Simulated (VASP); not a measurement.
# Cu (Fm-3m) in VASP: a series of runs

Runs on Cu. Level: PBE. Tasks: single point, relaxation of cell and atoms.

Everything below comes from runs of VASP 6.6.1. Logs are shortened: lines on timing, memory, paths and dates and some standing lists are left out, and cuts for length are marked.

## (1) The cell of the first run

The structure is cubic, space group Fm-3m (No. 225). The conventional cell has a = 3.629 Å, b = 3.629 Å, c = 3.629 Å, α = 90.00°, β = 90.00°, γ = 90.00°. Within 3.4 Å of Cu (site symmetry m-3m) lie 12 Cu at 2.57 Å.

## (2) Single point, PBE

INCAR reads:

```
SYSTEM = Cu
PREC = Accurate
ENCUT = 520
EDIFF = 1E-7
ISMEAR = -1
SIGMA = 0.05
LREAL = .FALSE.
LASPH = .TRUE.
NELM = 100
ALGO = Normal
ISIF = 2
LWAVE = .FALSE.
LCHARG = .TRUE.
GGA = PE
LELF = .TRUE.
LVHAR = .TRUE.
NBANDS = 12
```

KPOINTS reads:

```
Automatic mesh
0
G
  19 19 19
  0 0 0
```

POSCAR reads:

```
Cu
1.0
    0.0000000000      1.8145933008      1.8145933008
    1.8145933008      0.0000000000      1.8145933008
    1.8145933008      1.8145933008      0.0000000000
Cu
1
Direct
    0.0000000000      0.0000000000      0.0000000000
```

Potentials or basis: VASP PAW PBE potentials, release 64 (Cu).

Started as:

```sh
> cat potpaw_PBE.64/Cu/POTCAR > POTCAR
> mpirun -np 1 vasp_std > vasp.out
```

OUTCAR:

```text
SYSTEM = Cu
   PREC = Accurate
   ENCUT = 520
   EDIFF = 1E-7
   ISMEAR = -1
   LREAL = .FALSE.
   LASPH = .TRUE.
   NELM = 100
   ISIF = 2
   GGA = PE

 ion  position               nearest neighbor table
   1  0.000  0.000  0.000-

  LATTYP: Found a face centered cubic cell.
 ALAT       =     3.6291866016

  Lattice vectors:

 A1 = (   0.0000000000,   1.8145933008,   1.8145933008)
 A2 = (   1.8145933008,   0.0000000000,   1.8145933008)
 A3 = (   1.8145933008,   1.8145933008,   0.0000000000)

Analysis of symmetry for initial positions (statically):
=====================================================================
 Subroutine PRICEL returns:
 Original cell was already a primitive cell.

 Routine SETGRP: Setting up the symmetry group for a
 face centered cubic supercell.

 Subroutine GETGRP returns: Found 48 space group operations
 (whereof 48 operations were pure point group operations)
 out of a pool of 48 trial point group operations.

The static configuration has the point symmetry O_h .

Analysis of symmetry for dynamics (positions and initial velocities):
=====================================================================
 Subroutine PRICEL returns:
 Original cell was already a primitive cell.

 Routine SETGRP: Setting up the symmetry group for a
 face centered cubic supercell.

 Subroutine GETGRP returns: Found 48 space group operations
 (whereof 48 operations were pure point group operations)
 out of a pool of 48 trial point group operations.

The dynamic configuration has the point symmetry O_h .

 Subroutine INISYM returns: Found 48 space group operations
 (whereof 48 operations are pure point group operations),
 and found     1 'primitive' translations

----------------------------------------------------------------------------------------

                                     Primitive cell

  volume of cell :      11.9500

  direct lattice vectors                    reciprocal lattice vectors
     0.000000000  1.814593301  1.814593301    -0.275543837  0.275543837  0.275543837
     1.814593301  0.000000000  1.814593301     0.275543837 -0.275543837  0.275543837
     1.814593301  1.814593301  0.000000000     0.275543837  0.275543837 -0.275543837

  length of vectors
     2.566222456  2.566222456  2.566222456     0.477255925  0.477255925  0.477255925

  position of ions in fractional coordinates (direct lattice)
     0.000000000  0.000000000  0.000000000

  ion indices of the primitive-cell ions
   primitive index   ion index
                 1           1

----------------------------------------------------------------------------------------

 KPOINTS: Automatic mesh

Automatic generation of k-mesh.
 Grid dimensions read from file:
 generate k-points for:   19   19   19

 Generating k-lattice:

  Cartesian coordinates                     Fractional coordinates (reciprocal lattice)
    -0.014502307  0.014502307  0.014502307     0.052631579  0.000000000  0.000000000
     0.014502307 -0.014502307  0.014502307     0.000000000  0.052631579  0.000000000
     0.014502307  0.014502307 -0.014502307     0.000000000  0.000000000  0.052631579

  Length of vectors
     0.025118733  0.025118733  0.025118733

  Shift w.r.t. Gamma in fractional coordinates (k-lattice)
     0.000000000  0.000000000  0.000000000

 Subroutine IBZKPT returns following result:
 ===========================================

 Found    220 irreducible k-points:

 Following reciprocal coordinates:
            Coordinates               Weight
  0.000000  0.000000  0.000000      1.000000
  0.052632  0.000000  0.000000      8.000000
  0.105263  0.000000  0.000000      8.000000
  0.157895  0.000000  0.000000      8.000000
  0.210526  0.000000  0.000000      8.000000
  0.263158  0.000000  0.000000      8.000000
[... 16 lines left out ...]
 -0.315789  0.052632  0.000000     24.000000
 -0.263158  0.052632  0.000000     24.000000
 [... further k-points ...]
   k-points           NKPTS =    220   k-points in BZ     NKDIM =    220   number of bands    NBANDS=     12
   number of dos      NEDOS =    301   number of ions     NIONS =      1
   total plane-waves  NPLWV =   8000
   dimension x,y,z NGX =    20 NGY =   20 NGZ =   20
   dimension x,y,z NGXF=    40 NGYF=   40 NGZF=   40
   ions per type =               1
   NGX,Y,Z   is equivalent  to a cutoff of  12.96, 12.96, 12.96 a.u.
   NGXF,Y,Z  is equivalent  to a cutoff of  25.91, 25.91, 25.91 a.u.
 SYSTEM =  Cu
   PREC   = accura    normal or accurate (medium, high low for compatibility)
   ISTART =      0    job   : 0-new  1-cont  2-samecut
   ICHARG =      2    charge: 1-file 2-atom 10-const
   ISPIN  =      1    spin polarized calculation?
   LNONCOLLINEAR =      F non collinear calculations
   LSORBIT =      F    spin-orbit coupling
   LASPH  =      T    aspherical Exc in radial PAW
   ENCUT  =  520.0 eV  38.22 Ry    6.18 a.u.   4.77  4.77  4.77*2*pi/ulx,y,z
   NELM   =    100;   NELMIN=  2; NELMDL= -5     # of ELM steps
   EDIFF  = 0.1E-06   stopping-criterion for ELM
   LREAL  =      F    real-space projection
   EDIFFG = 0.1E-05   stopping-criterion for IOM
   NSW    =      0    number of steps for IOM
   IBRION =     -1    ionic relax: 0-MD 1-quasi-New 2-CG
   NFREE  =      0    steps in history (QN), initial steepest desc. (CG)
   ISIF   =      2    stress and relaxation
   ISYM   =      2    0-nonsym 1-usesym 2-fastsym
   POTIM  = 0.5000    time-step for ionic-motion
   TEBEG  =    0.0;   TEEND  =   0.0 temperature during run
   PSTRESS=    0.0 pullay stress
   NELECT =      11.0000    total number of electrons
   NUPDOWN=      -1.0000    fix difference up-down
   EMIN   =  10.00;   EMAX   =-10.00  energy-range for DOS
   EFERMI =   0.00;   METHOD = LEGACY
   ISMEAR =    -1;   SIGMA  =   0.05  broadening in eV -4-tet -1-fermi 0-gaus
   EFERMI_NEDOS =   21; number of points for ismear=-14 and -15
   IALGO  =     38    algorithm
   IMIX   =      4    mixing-type and parameters
     AMIX     =   0.40;   BMIX     =  1.00
     AMIX_MAG =   1.60;   BMIX_MAG =  1.00
  volume/ion in A,a.u.               =      11.95        80.64
  Fermi-wavevector in a.u.,A,eV,Ry     =   1.592513  3.009414 34.505720  2.536099
  Thomas-Fermi vector in A             =   2.690887
   LORBIT       =      0    0 simple, 1 ext, 2 COOP (PROOUT), +10 PAW based schemes
   GGA     = PE    functional components
   LHFCALC =     F    Hartree Fock is set to
   AEXX    =    0.0000 exact exchange contribution
   IVDW    =     0    specifies the selected vdW correction
   LEPSILON=     F    determine dielectric tensor
   LRPA    =     F    only Hartree local field effects (RPA)
 non-spin polarized calculation
  energy-cutoff  :      520.00
  volume of cell :       11.95
 maximum number of plane-waves:       334
   NGX =  9   NGY =  9   NGZ =  9

 number of electron      10.9999998 magnetization

 Free energy of the ion-electron system (eV)
  ---------------------------------------------------
  ext. energy  EPLUGINS =         0.00000000
  ---------------------------------------------------
  free energy    TOTEN  =        -3.72728401 eV

  energy without entropy =       -3.72402591  energy(sigma->0) =       -3.72565496

 E-fermi :   7.4916     XC(G=0): -12.6585

 val. band max:        7.4651198525   @ k =  -0.3684   0.1579   0.0000
 cond. band min:       7.4935813643   @ k =  -0.3684   0.1579   0.0526
 fundamental gap:      0.0284615117
 Fermi energy:         7.4916137990

 k-point     1 :       0.0000    0.0000    0.0000
  band No.  band energies     occupation
      1      -1.8218      2.00000
      2       4.4431      2.00000
      3       4.4431      2.00000
      4       4.4431      2.00000
      5       5.2497      2.00000
      6       5.2497      2.00000
      7      29.9406      0.00000
      8      32.4933      0.00000
      9      32.4933      0.00000
     10      32.4933      0.00000
     11      34.9750      0.00000
     12      34.9750      0.00000

 k-point     2 :       0.0526    0.0000    0.0000
  band No.  band energies     occupation
      1      -1.7216      2.00000
      2       4.4220      2.00000
      3       4.4620      2.00000
      4       4.4620      2.00000
      5       5.2422      2.00000
      6       5.2422      2.00000
      7      29.3628      0.00000
      8      31.2186      0.00000
      9      32.1598      0.00000
     10      32.1598      0.00000
     11      35.4522      0.00000
     12      35.4522      0.00000

 k-point     3 :       0.1053    0.0000    0.0000
  band No.  band energies     occupation
      1      -1.4240      2.00000
      2       4.3641      2.00000
      3       4.5120      2.00000
      4       4.5120      2.00000
      5       5.2260      2.00000
      6       5.2260      2.00000
      7      27.1250      0.00000
      8      30.6300      0.00000
      9      31.5318      0.00000
     10      31.5318      0.00000
     11      36.4729      0.00000
     12      36.4729      0.00000
[... 286 lines left out ...]
 k-point    23 :      -0.3158    0.0526    0.0000
  band No.  band energies     occupation
      1       1.5926      2.00000
      2       4.3732      2.00000
      3       4.5068      2.00000
      4       4.5467      2.00000
      5       5.4583      2.00000
      6       5.7198      2.00000
      7      16.0405      0.00000
      8      27.0032      0.00000
      9      29.8522      0.00000
     10      30.8962      0.00000
     11      32.9748      0.00000
     12      34.7672      0.00000

 k-point    24 :      -0.2632    0.0526    0.0000
  band No.  band energies     occupation
      1       0.8315      2.00000
      2       4.1829      2.00000
      3       4.5657      2.00000
      4       4.6032      2.00000
      5       5.3047      2.00000
      6       5.5447      2.00000
      7      18.4010      0.00000
      8      27.1767      0.00000
      9      30.4550      0.00000
     10      31.5134      0.00000
     11      33.7472      0.00000
     12      35.0960      0.00000

 [... further k-points ...]

------------------------ aborting loop because EDIFF is reached ----------------------------------------

  FORCE on cell =-STRESS in cart. coord.  units (eV):
  Direction    XX          YY          ZZ          XY          YZ          ZX
  --------------------------------------------------------------------------------------
  -------------------------------------------------------------------------------------
  Total        0.0372561      0.0372561      0.0372561      0.0000000      0.0000000     -0.0000000
  in kB        4.9950575      4.9950575      4.9950575      0.0000000      0.0000000     -0.0000000
  external PRESSURE =       4.9950575 kB  Pullay stress =       0.0000000 kB

 VOLUME and BASIS-vectors are now :
 -----------------------------------------------------------------------------
  energy-cutoff  :      520.00
  volume of cell :       11.95
      direct lattice vectors                 reciprocal lattice vectors
     0.000000000  1.814593301  1.814593301    -0.275543837  0.275543837  0.275543837
     1.814593301  0.000000000  1.814593301     0.275543837 -0.275543837  0.275543837
     1.814593301  1.814593301  0.000000000     0.275543837  0.275543837 -0.275543837

 POSITION                                       TOTAL-FORCE (eV/Angst)
 -----------------------------------------------------------------------------------
      0.00000      0.00000      0.00000         0.000000     -0.000000      0.000000
 -----------------------------------------------------------------------------------
    total drift:                                0.000000     -0.000000      0.000000

  FREE ENERGIE OF THE ION-ELECTRON SYSTEM (eV)
  ---------------------------------------------------
  free  energy   TOTEN  =        -3.7272840144 eV

  energy  without entropy=       -3.7240259134  energy(sigma->0) =       -3.72565496
```

Run time: 18 s. Hardware: 1 thread of Intel Xeon Platinum 8375C at 2.90GHz (Ice Lake), shared host; peak memory 0.14 GiB.

What came out:

- Free energy: -3.7273 eV
- Pressure: 0.5 GPa

## (3) Single point, PBE

INCAR reads:

```
  PREC = Accurate
  ENCUT = 520
  EDIFF = 1E-6
  ISMEAR = -1
  SIGMA = 0.05
  LREAL = False
  LASPH = True
  NELM = 80
  ALGO = Normal
  ISIF = 2
  LWAVE = False
  LCHARG = False
  GGA = PE
  NBANDS = 12
```

KPOINTS reads:

```
regular mesh
0
Gamma
  19 19 19
```

POSCAR reads:

```
Cu
1.0
    0.0000000000      1.8144717747      1.8144717747
    1.8144717747      0.0000000000      1.8144717747
    1.8144717747      1.8144717747      0.0000000000
Cu
1
Direct
    0.0000000000      0.0000000000      0.0000000000
```

Potentials or basis: VASP PAW PBE potentials, release 64 (Cu).

Started as:

```sh
> cat potpaw_PBE.64/Cu/POTCAR > POTCAR
> mpirun -np 1 vasp_std > vasp.out
```

OUTCAR:

```text
PREC = Accurate
   ENCUT = 520
   EDIFF = 1E-6
   ISMEAR = -1
   LREAL = False
   LASPH = True
   NELM = 80
   ISIF = 2
   GGA = PE

 ion  position               nearest neighbor table
   1  0.000  0.000  0.000-

  LATTYP: Found a face centered cubic cell.
 ALAT       =     3.6289435494

  Lattice vectors:

 A1 = (   0.0000000000,   1.8144717747,   1.8144717747)
 A2 = (   1.8144717747,   0.0000000000,   1.8144717747)
 A3 = (   1.8144717747,   1.8144717747,   0.0000000000)

Analysis of symmetry for initial positions (statically):
=====================================================================
 Subroutine PRICEL returns:
 Original cell was already a primitive cell.

 Routine SETGRP: Setting up the symmetry group for a
 face centered cubic supercell.

 Subroutine GETGRP returns: Found 48 space group operations
 (whereof 48 operations were pure point group operations)
 out of a pool of 48 trial point group operations.

The static configuration has the point symmetry O_h .

Analysis of symmetry for dynamics (positions and initial velocities):
=====================================================================
 Subroutine PRICEL returns:
 Original cell was already a primitive cell.

 Routine SETGRP: Setting up the symmetry group for a
 face centered cubic supercell.

 Subroutine GETGRP returns: Found 48 space group operations
 (whereof 48 operations were pure point group operations)
 out of a pool of 48 trial point group operations.

The dynamic configuration has the point symmetry O_h .

 Subroutine INISYM returns: Found 48 space group operations
 (whereof 48 operations are pure point group operations),
 and found     1 'primitive' translations

----------------------------------------------------------------------------------------
[... 114 lines left out ...]
  Thomas-Fermi vector in A             =   2.690977
   LORBIT       =      0    0 simple, 1 ext, 2 COOP (PROOUT), +10 PAW based schemes
   GGA     = PE    functional components
   LHFCALC =     F    Hartree Fock is set to
   AEXX    =    0.0000 exact exchange contribution
   IVDW    =     0    specifies the selected vdW correction
   LEPSILON=     F    determine dielectric tensor
   LRPA    =     F    only Hartree local field effects (RPA)
 non-spin polarized calculation
  energy-cutoff  :      520.00
  volume of cell :       11.95
 maximum number of plane-waves:       332
   NGX =  9   NGY =  9   NGZ =  9

 number of electron      10.9999998 magnetization

 Free energy of the ion-electron system (eV)
  ---------------------------------------------------
  ext. energy  EPLUGINS =         0.00000000
  ---------------------------------------------------
  free energy    TOTEN  =        -3.72727252 eV

  energy without entropy =       -3.72401531  energy(sigma->0) =       -3.72564392

 E-fermi :   7.4941     XC(G=0): -12.6597

 val. band max:        7.4676155444   @ k =  -0.3684   0.1579   0.0000
 cond. band min:       7.4960195037   @ k =  -0.3684   0.1579   0.0526
 fundamental gap:      0.0284039593
 Fermi energy:         7.4941150518

 k-point     1 :       0.0000    0.0000    0.0000
  band No.  band energies     occupation
      1      -1.8208      2.00000
      2       4.4449      2.00000
      3       4.4449      2.00000
      4       4.4449      2.00000
      5       5.2518      2.00000
      6       5.2518      2.00000
      7      29.9447      0.00000
      8      32.4989      0.00000
      9      32.4989      0.00000
     10      32.4989      0.00000
     11      34.9807      0.00000
     12      34.9807      0.00000
[... 331 lines left out ...]
 k-point    24 :      -0.2632    0.0526    0.0000
  band No.  band energies     occupation
      1       0.8327      2.00000
      2       4.1846      2.00000
      3       4.5676      2.00000
      4       4.6051      2.00000
      5       5.3068      2.00000
      6       5.5468      2.00000
      7      18.4050      0.00000
      8      27.1815      0.00000
      9      30.4597      0.00000
     10      31.5192      0.00000
     11      33.7527      0.00000
     12      35.1017      0.00000

 [... further k-points ...]

------------------------ aborting loop because EDIFF is reached ----------------------------------------

  FORCE on cell =-STRESS in cart. coord.  units (eV):
  Direction    XX          YY          ZZ          XY          YZ          ZX
  --------------------------------------------------------------------------------------
  -------------------------------------------------------------------------------------
  Total        0.0398846      0.0398846      0.0398846     -0.0000000      0.0000000     -0.0000000
  in kB        5.3485385      5.3485385      5.3485385     -0.0000000      0.0000000     -0.0000000
  external PRESSURE =       5.3485385 kB  Pullay stress =       0.0000000 kB

 VOLUME and BASIS-vectors are now :
 -----------------------------------------------------------------------------
  energy-cutoff  :      520.00
  volume of cell :       11.95
      direct lattice vectors                 reciprocal lattice vectors
     0.000000000  1.814471775  1.814471775    -0.275562291  0.275562291  0.275562291
     1.814471775  0.000000000  1.814471775     0.275562291 -0.275562291  0.275562291
     1.814471775  1.814471775  0.000000000     0.275562291  0.275562291 -0.275562291

 POSITION                                       TOTAL-FORCE (eV/Angst)
 -----------------------------------------------------------------------------------
      0.00000      0.00000      0.00000         0.000000      0.000000      0.000000
 -----------------------------------------------------------------------------------
    total drift:                                0.000000      0.000000      0.000000

  FREE ENERGIE OF THE ION-ELECTRON SYSTEM (eV)
  ---------------------------------------------------
  free  energy   TOTEN  =        -3.7272725232 eV

  energy  without entropy=       -3.7240153088  energy(sigma->0) =       -3.72564392
```

stdout:

```text
POSCAR found type information on POSCAR Cu
 POSCAR found :  1 types and       1 ions
 scaLAPACK will be used
 LDA part: xc-table for (Slater+PW92), standard interpolation
 POSCAR, INCAR and KPOINTS ok, starting setup
 FFT: planning ... GRIDC
 FFT: planning ... GRID_SOFT
 FFT: planning ... GRID
 WAVECAR not read
 entering main loop
```

Wall time 17 s (1 thread of Intel Xeon Platinum 8375C at 2.90GHz (Ice Lake), shared host); peak memory 0.14 GiB.

What came out:

```yaml
Free_energy: -3.7273 eV
Pressure: 0.5 GPa
```

## (4) Relaxation of cell and atoms, PBE

INCAR reads:

```
ALGO = Normal ; EDIFF = 1E-6
EDIFFG = -0.005 ; ENCUT = 600
GGA = PE ; IBRION = 2
ISIF = 3 ; ISMEAR = -1
LASPH = T ; LCHARG = F
LREAL = F ; LWAVE = F
NELM = 80 ; NSW = 60
PREC = Accurate ; SIGMA = 0.05
```

KPOINTS reads:

```
k-points
0
Gamma
  19 19 19
```

POSCAR reads:

```
Cu
1.0
    0.0000000000      1.8145933008      1.8145933008
    1.8145933008      0.0000000000      1.8145933008
    1.8145933008      1.8145933008      0.0000000000
Cu
1
Direct
    0.0000000000      0.0000000000      0.0000000000
```

Started as:

```sh
> cat potpaw_PBE.64/Cu/POTCAR > POTCAR
> mpirun -np 1 vasp_std > vasp.out
```

Run time: 26 s. Hardware: 1 thread of Intel Xeon Platinum 8375C at 2.90GHz (Ice Lake), shared host; peak memory 0.17 GiB.

It converged, with:

```yaml
Free_energy: -3.7274 eV
Relaxed_volume: 12.00 Å³/atom
Relaxed_cell: a = 2.570 Å, b = 2.570 Å, c = 2.570 Å, α = 60.00°, β = 60.00°, γ = 60.00°
Space_group_after_relaxing_to_0.05_Å: Fm-3m (No. 225)
Energy_gained_by_relaxing: 0.1 meV/atom
Ionic_steps: 3
Pressure_after_relaxing: 0.0 GPa
```

Final structure:
```yaml
crystal:
  lattice:
    - [0.00000, 1.81699, 1.81699]
    - [1.81699, 0.00000, 1.81699]
    - [1.81699, 1.81699, 0.00000]
  atoms:
    - { symbol: Cu, position: [0.00000, 0.00000, 0.00000] }
```

Levels at points of the mesh, in eV from the Fermi level:
```csv
k point,band 4,band 5,band 6,band 7,band 8,band 9
"(0.00, 0.00, 0.00)",-3.04,-2.23,-2.23,22.42,24.94,24.94
```
